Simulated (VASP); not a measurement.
# MgO (P6_3/mmc) in VASP: a series of runs

Runs on MgO. Level: PBEsol. Tasks: single point.

Program: VASP 6.6.1. These are calculated values, not measurements. Logs are shortened: lines on timing, memory, paths and dates and some standing lists are left out, and cuts for length are marked.

## (1) The cell of the first run

It takes space group P6_3/mmc (No. 194, hexagonal). Conventional cell: a = 3.515 Å, b = 3.515 Å, c = 4.213 Å, α = 90.00°, β = 90.00°, γ = 120.00°. Within 2.7 Å of Mg (site symmetry -6m2) lie 5 O at 2.03 to 2.11 Å. O (site symmetry -6m2) has 5 Mg at 2.03 to 2.11 Å within 2.7 Å.

## (2) Single point, PBEsol

INCAR

```
SYSTEM = MgO
PREC     = Accurate       ! precision mode
ENCUT    = 520            ! plane-wave cutoff, eV
EDIFF    = 1E-6           ! SCF threshold, eV
ISMEAR   = 0              ! smearing method
SIGMA    = 0.01           ! smearing width, eV
LREAL    = .False.        ! projectors in reciprocal space
LASPH    = .True.         ! aspherical terms in the spheres
NELM     = 60             ! most SCF steps
ALGO     = Normal         ! electronic algorithm
ISIF     = 2              ! what is computed and relaxed
LWAVE    = .False.        ! write WAVECAR
LCHARG   = .False.        ! write CHGCAR
GGA      = PS             ! functional
NBANDS   = 16             ! bands
```

KPOINTS

```
Automatic mesh
0
Gamma
  6 6 6
  0 0 0
```

POSCAR

```
MgO
1.0
    3.5151923480      0.0000000000      0.0000000000
   -1.7575961740      3.0442459581      0.0000000000
    0.0000000000      0.0000000000      4.2125718304
Mg O
2 2
Direct
    0.6666666667      0.3333333333      0.7500000000
    0.3333333333      0.6666666667      0.2500000000
    0.6666666667      0.3333333333      0.2500000000
    0.3333333333      0.6666666667      0.7500000000
```

Potentials or basis: VASP PAW PBE potentials, release 64 (Mg, O).

Launch:

```console
> cat potpaw_PBE.64/Mg/POTCAR potpaw_PBE.64/O/POTCAR > POTCAR
> mpirun -np 1 vasp_std > vasp.out
```

OUTCAR:

```text
SYSTEM = MgO
   PREC = Accurate
   ENCUT = 520
   EDIFF = 1E-6
   ISMEAR = 0
   LREAL = .False.
   LASPH = .True.
   NELM = 60
   ISIF = 2
   GGA = PS

 ion  position               nearest neighbor table
   1  0.667  0.333  0.750-   4 2.03   4 2.03   4 2.03   3 2.11   3 2.11   2 2.92   2 2.92   2 2.92
                             2 2.92   2 2.92   2 2.92
   2  0.333  0.667  0.250-   3 2.03   3 2.03   3 2.03   4 2.11   4 2.11   1 2.92   1 2.92   1 2.92
                             1 2.92   1 2.92   1 2.92
   3  0.667  0.333  0.250-   2 2.03   2 2.03   2 2.03   1 2.11   1 2.11
   4  0.333  0.667  0.750-   1 2.03   1 2.03   1 2.03   2 2.11   2 2.11

  LATTYP: Found a hexagonal cell.
 ALAT       =     3.5151923480
 C/A-ratio  =     1.1983901344

  Lattice vectors:

 A1 = (   3.5151923480,   0.0000000000,   0.0000000000)
 A2 = (  -1.7575961740,   3.0442459581,   0.0000000000)
 A3 = (   0.0000000000,   0.0000000000,   4.2125718304)

Analysis of symmetry for initial positions (statically):
=====================================================================
 Subroutine PRICEL returns:
 Original cell was already a primitive cell.

 Routine SETGRP: Setting up the symmetry group for a
 hexagonal supercell.

 Subroutine GETGRP returns: Found 24 space group operations
 (whereof 12 operations were pure point group operations)
 out of a pool of 24 trial point group operations.

The static configuration has the point symmetry D_3d.
 The point group associated with its full space group is D_6h.

Analysis of symmetry for dynamics (positions and initial velocities):
=====================================================================
 Subroutine PRICEL returns:
 Original cell was already a primitive cell.

 Routine SETGRP: Setting up the symmetry group for a
 hexagonal supercell.

 Subroutine GETGRP returns: Found 24 space group operations
 (whereof 12 operations were pure point group operations)
 out of a pool of 24 trial point group operations.

The dynamic configuration has the point symmetry D_3d.
 The point group associated with its full space group is D_6h.

 Subroutine INISYM returns: Found 24 space group operations
 (whereof 12 operations are pure point group operations),
 and found     1 'primitive' translations

----------------------------------------------------------------------------------------

                                     Primitive cell

  volume of cell :      45.0792

  direct lattice vectors                    reciprocal lattice vectors
     3.515192348  0.000000000  0.000000000     0.284479454  0.164244285  0.000000000
    -1.757596174  3.044245958  0.000000000     0.000000000  0.328488570  0.000000000
     0.000000000  0.000000000  4.212571830     0.000000000  0.000000000  0.237384676

  length of vectors
     3.515192348  3.515192422  4.212571830     0.328488576  0.328488570  0.237384676

  position of ions in fractional coordinates (direct lattice)
     0.666666667  0.333333333  0.750000000
     0.333333333  0.666666667  0.250000000
     0.666666667  0.333333333  0.250000000
     0.333333333  0.666666667  0.750000000

  ion indices of the primitive-cell ions
   primitive index   ion index
                 1           1
                 2           2
                 3           3
                 4           4

----------------------------------------------------------------------------------------

 KPOINTS: Automatic mesh

Automatic generation of k-mesh.
 Grid dimensions read from file:
 generate k-points for:    6    6    6

 Generating k-lattice:

  Cartesian coordinates                     Fractional coordinates (reciprocal lattice)
     0.047413242  0.027374047  0.000000000     0.166666667  0.000000000  0.000000000
     0.000000000  0.054748095  0.000000000     0.000000000  0.166666667  0.000000000
     0.000000000  0.000000000  0.039564113     0.000000000  0.000000000  0.166666667

  Length of vectors
     0.054748096  0.054748095  0.039564113

  Shift w.r.t. Gamma in fractional coordinates (k-lattice)
     0.000000000  0.000000000  0.000000000

 Subroutine IBZKPT returns following result:
 ===========================================

 Found     28 irreducible k-points:

 Following reciprocal coordinates:
            Coordinates               Weight
  0.000000  0.000000  0.000000      1.000000
  0.166667 -0.000000  0.000000      6.000000
  0.333333 -0.000000  0.000000      6.000000
  0.500000  0.000000  0.000000      3.000000
  0.166667  0.166667  0.000000      6.000000
  0.333333  0.166667  0.000000     12.000000
[... 16 lines left out ...]
  0.166667 -0.000000  0.500000      6.000000
  0.333333 -0.000000  0.500000      6.000000
 [... further k-points ...]
   k-points           NKPTS =     28   k-points in BZ     NKDIM =     28   number of bands    NBANDS=     16
   number of dos      NEDOS =    301   number of ions     NIONS =      4
   total plane-waves  NPLWV =  25088
   dimension x,y,z NGX =    28 NGY =   28 NGZ =   32
   dimension x,y,z NGXF=    56 NGYF=   56 NGZF=   64
   ions per type =               2   2
   NGX,Y,Z   is equivalent  to a cutoff of  13.24, 13.24, 12.63 a.u.
   NGXF,Y,Z  is equivalent  to a cutoff of  26.48, 26.48, 25.26 a.u.
 SYSTEM =  MgO
   PREC   = accura    normal or accurate (medium, high low for compatibility)
   ISTART =      0    job   : 0-new  1-cont  2-samecut
   ICHARG =      2    charge: 1-file 2-atom 10-const
   ISPIN  =      1    spin polarized calculation?
   LNONCOLLINEAR =      F non collinear calculations
   LSORBIT =      F    spin-orbit coupling
   LASPH  =      T    aspherical Exc in radial PAW
   ENCUT  =  520.0 eV  38.22 Ry    6.18 a.u.   6.54  6.54  7.83*2*pi/ulx,y,z
   NELM   =     60;   NELMIN=  2; NELMDL= -5     # of ELM steps
   EDIFF  = 0.1E-05   stopping-criterion for ELM
   LREAL  =      F    real-space projection
   EDIFFG = 0.1E-04   stopping-criterion for IOM
   NSW    =      0    number of steps for IOM
   IBRION =     -1    ionic relax: 0-MD 1-quasi-New 2-CG
   NFREE  =      0    steps in history (QN), initial steepest desc. (CG)
   ISIF   =      2    stress and relaxation
   ISYM   =      2    0-nonsym 1-usesym 2-fastsym
   POTIM  = 0.5000    time-step for ionic-motion
   TEBEG  =    0.0;   TEEND  =   0.0 temperature during run
   PSTRESS=    0.0 pullay stress
   NELECT =      16.0000    total number of electrons
   NUPDOWN=      -1.0000    fix difference up-down
   EMIN   =  10.00;   EMAX   =-10.00  energy-range for DOS
   EFERMI =   0.00;   METHOD = LEGACY
   ISMEAR =     0;   SIGMA  =   0.01  broadening in eV -4-tet -1-fermi 0-gaus
   EFERMI_NEDOS =   21; number of points for ismear=-14 and -15
   IALGO  =     38    algorithm
   IMIX   =      4    mixing-type and parameters
     AMIX     =   0.40;   BMIX     =  1.00
     AMIX_MAG =   1.60;   BMIX_MAG =  1.00
  volume/ion in A,a.u.               =      11.27        76.05
  Fermi-wavevector in a.u.,A,eV,Ry     =   1.159105  2.190391 18.279759  1.343524
  Thomas-Fermi vector in A             =   2.295701
   LORBIT       =      0    0 simple, 1 ext, 2 COOP (PROOUT), +10 PAW based schemes
   GGA     = PS    functional components
   LHFCALC =     F    Hartree Fock is set to
   AEXX    =    0.0000 exact exchange contribution
   IVDW    =     0    specifies the selected vdW correction
   LEPSILON=     F    determine dielectric tensor
   LRPA    =     F    only Hartree local field effects (RPA)
 non-spin polarized calculation
 Gauss-broadening in eV      SIGMA  =   0.01
  energy-cutoff  :      520.00
  volume of cell :       45.08
 maximum number of plane-waves:      1240
 NGX is ok and might be reduce to    28
   NGX = 13   NGY = 13   NGZ = 15

 number of electron      15.9999993 magnetization

 Free energy of the ion-electron system (eV)
  ---------------------------------------------------
  ext. energy  EPLUGINS =         0.00000000
  ---------------------------------------------------
  free energy    TOTEN  =       -24.75331715 eV

  energy without entropy =      -24.75331715  energy(sigma->0) =      -24.75331715

 E-fermi :   1.8593     XC(G=0): -10.2021

 val. band max:        1.7218105192   @ k =   0.0000   0.0000   0.0000
 cond. band min:       4.9131430243   @ k =   0.0000   0.0000   0.0000
 fundamental gap:      3.1913325050
 Fermi energy:         1.8592714442

 k-point     1 :       0.0000    0.0000    0.0000
  band No.  band energies     occupation
      1     -15.0388      2.00000
      2     -13.6715      2.00000
      3      -1.8831      2.00000
      4       0.0144      2.00000
      5       0.0144      2.00000
      6       0.9414      2.00000
[... 8 lines left out ...]
     15      17.0224      0.00000
     16      17.0465      0.00000

 k-point     2 :       0.1667   -0.0000    0.0000
  band No.  band energies     occupation
      1     -14.9089      2.00000
      2     -13.6965      2.00000
      3      -1.6709      2.00000
      4      -0.4300      2.00000
      5      -0.1768      2.00000
      6       0.4000      2.00000
[... 8 lines left out ...]
     15      15.9988      0.00000
     16      16.2407      0.00000

 k-point     3 :       0.3333   -0.0000    0.0000
  band No.  band energies     occupation
      1     -14.5921      2.00000
      2     -13.7988      2.00000
      3      -1.3833      2.00000
      4      -1.1067      2.00000
      5      -0.4685      2.00000
      6      -0.0679      2.00000
[... 8 lines left out ...]
     15      15.5011      0.00000
     16      16.0468      0.00000

 k-point     4 :       0.5000    0.0000    0.0000
  band No.  band energies     occupation
      1     -14.3575      2.00000
      2     -13.9240      2.00000
      3      -1.8074      2.00000
      4      -0.6205      2.00000
      5      -0.5905      2.00000
      6      -0.2220      2.00000
[... 8 lines left out ...]
     15      16.0434      0.00000
     16      16.1363      0.00000
[... 324 lines left out ...]
 k-point    22 :       0.0000    0.0000    0.5000
  band No.  band energies     occupation
      1     -14.3594      2.00000
      2     -14.3594      2.00000
      3      -0.6925      2.00000
      4      -0.6925      2.00000
      5       0.4598      2.00000
      6       0.4598      2.00000
[... 8 lines left out ...]
     15      17.1902      0.00000
     16      17.1902      0.00000

 k-point    23 :       0.1667   -0.0000    0.5000
  band No.  band energies     occupation
      1     -14.2917      2.00000
      2     -14.2917      2.00000
      3      -1.1671      2.00000
      4      -1.1671      2.00000
      5       0.3943      2.00000
      6       0.3943      2.00000
[... 8 lines left out ...]
     15      16.9185      0.00000
     16      16.9185      0.00000

 k-point    24 :       0.3333   -0.0000    0.5000
  band No.  band energies     occupation
      1     -14.1525      2.00000
      2     -14.1525      2.00000
      3      -1.8374      2.00000
      4      -1.8374      2.00000
      5       0.2681      2.00000
      6       0.2681      2.00000
[... 8 lines left out ...]
     15      16.2567      0.00000
     16      16.2567      0.00000

 [... further k-points ...]
[... 5 lines left out ...]
  --------------------------------------------------------------------------------------
  -------------------------------------------------------------------------------------
  Total       -0.6916177     -0.6916177     -0.6807568      0.0000000     -0.0000000      0.0000000
  in kB      -24.5810560    -24.5810574    -24.1950459      0.0000000     -0.0000000      0.0000000
  external PRESSURE =     -24.4523865 kB  Pullay stress =       0.0000000 kB

 VOLUME and BASIS-vectors are now :
 -----------------------------------------------------------------------------
  energy-cutoff  :      520.00
  volume of cell :       45.08
      direct lattice vectors                 reciprocal lattice vectors
     3.515192348  0.000000000  0.000000000     0.284479454  0.164244285  0.000000000
    -1.757596174  3.044245958  0.000000000     0.000000000  0.328488570  0.000000000
     0.000000000  0.000000000  4.212571830     0.000000000  0.000000000  0.237384676

 POSITION                                       TOTAL-FORCE (eV/Angst)
 -----------------------------------------------------------------------------------
      1.75760      1.01475      3.15943        -0.000000      0.000000      0.000000
     -0.00000      2.02950      1.05314         0.000000     -0.000000      0.000000
      1.75760      1.01475      1.05314         0.000000      0.000000      0.000000
     -0.00000      2.02950      3.15943         0.000000     -0.000000      0.000000
 -----------------------------------------------------------------------------------
    total drift:                                0.000000     -0.000000      0.000000

  FREE ENERGIE OF THE ION-ELECTRON SYSTEM (eV)
  ---------------------------------------------------
  free  energy   TOTEN  =       -24.7533171513 eV

  energy  without entropy=      -24.7533171513  energy(sigma->0) =      -24.75331715
```

It took 21 s on 1 thread of AMD EPYC 7R13 (Zen 3), shared host; peak memory 0.14 GiB.

What came out:

| Item | Value |
| --- | --- |
| Free energy | -24.7533 eV |
| Pressure | -2.4 GPa |
| Band gap on the k mesh | 3.19 eV, direct |

Levels at points of the mesh, in eV from the valence-band top:
| k point | band 4 | band 5 | band 6 | band 7 | band 8 | band 9 | band 10 | band 11 | band 12 | band 13 |
| --- | --- | --- | --- | --- | --- | --- | --- | --- | --- | --- |
| (0.00, 0.00, 0.00) | -1.71 | -1.71 | -0.78 | -0.78 | 0.00 | 3.19 | 9.19 | 11.91 | 12.25 | 12.25 |
| (0.50, 0.00, 0.00) | -2.34 | -2.31 | -1.94 | -1.28 | -0.51 | 6.77 | 8.76 | 9.61 | 11.76 | 12.73 |
| (0.00, 0.00, 0.50) | -2.41 | -1.26 | -1.26 | -1.26 | -1.26 | 6.22 | 6.22 | 12.61 | 12.61 | 12.61 |
| (0.50, 0.00, 0.50) | -3.84 | -1.51 | -1.51 | -0.80 | -0.80 | 7.09 | 7.09 | 11.61 | 11.61 | 13.77 |

Caveat: the PAW data sets were made with another functional, which shifts forces and pressure a little.

## (3) Single point, PBEsol

This run uses another cell than the first one, of 11.54 Å³/atom, 1.024 times its volume.

INCAR

```
  PREC = Accurate
  ENCUT = 520
  EDIFF = 1E-7
  ISMEAR = 0
  SIGMA = 0.01
  LREAL = False
  LASPH = True
  NELM = 80
  ALGO = Normal
  ISIF = 2
  LWAVE = False
  LCHARG = True
  GGA = PS
  LELF = True
  LVHAR = True
  NBANDS = 16
```

KPOINTS

```
regular mesh
0
Gamma
  6 6 6
```

POSCAR

```
MgO
1.0
    3.5435418977      0.0000000000      0.0000000000
   -1.7717709488      3.0687973890      0.0000000000
    0.0000000000      0.0000000000      4.2465456510
Mg O
2 2
Direct
    0.6666666667      0.3333333333      0.7500000000
    0.3333333333      0.6666666667      0.2500000000
    0.6666666667      0.3333333333      0.2500000000
    0.3333333333      0.6666666667      0.7500000000
```

Potentials or basis: VASP PAW PBE potentials, release 64 (Mg, O).

Launch:

```console
> cat potpaw_PBE.64/Mg/POTCAR potpaw_PBE.64/O/POTCAR > POTCAR
> mpirun -np 1 vasp_std > vasp.out
```

It took 24 s on 1 thread of AMD EPYC 7R13 (Zen 3), shared host; peak memory 0.14 GiB.

Results (log left out):

```yaml
Free_energy: -24.7279 eV
Pressure: -5.3 GPa
Band_gap_on_the_k_mesh: 3.07 eV, direct
```

Stress tensor (GPa, compression positive):
```
-5.21  0.00  0.00
 0.00 -5.21  0.00
 0.00  0.00 -5.39
```

Levels at points of the mesh, in eV from the valence-band top:
```
           k point  band 6  band 7  band 8  band 9  band 10  band 11
(0.00, 0.00, 0.00)   -0.75   -0.75    0.00    3.07     9.00    11.72
(0.50, 0.00, 0.00)   -1.91   -1.25   -0.50    6.70     8.52     9.54
(0.00, 0.00, 0.50)   -1.22   -1.22   -1.22    6.09     6.09    12.45
(0.50, 0.00, 0.50)   -1.47   -0.77   -0.77    7.00     7.00    11.35
```

Caveat: the PAW data sets were made with another functional, which shifts forces and pressure a little.
